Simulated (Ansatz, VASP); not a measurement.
## SnTe: VASP beside Ansatz

```
Sn Te
1.0
     0.00000    3.23233    3.23233
     3.23233    0.00000    3.23233
     3.23233    3.23233    0.00000
Sn Te
1 1
Direct
  0.50000 0.50000 0.50000
  0.00000 0.00000 0.00000
```

Alike in both runs: task single point; functional r2SCAN; k mesh 6 × 6 × 6; occupations gaussian, width 0.05 eV; no spin polarisation.

```csv
,VASP,Ansatz
version,VASP 6.6.1,Ansatz 0.2.0
potentials or method,"VASP PAW PBE potentials, release 64 (Sn_d, Te), cutoff 520 eV","scalar-relativistic, plane waves, PAW"
valence electrons in the cell,20,30
```

|  | VASP | Ansatz | Ansatz less VASP |
| --- | --- | --- | --- |
| gap on the k mesh at the Fermi level (eV) | 0.26 | 0.26 | +0.002 |
| least direct gap on the mesh (eV) | 0.26 | 0.26 | +0.002 |
| pressure (GPa) | -1.7 | -1.7 | 0.00 |

VASP's potentials were made for PBE, not for r2SCAN. VASP's potentials hold 20 valence electrons a cell and Ansatz's 30, so a difference there can come from the potentials and not from the codes.

Spin-orbit coupling is off throughout.
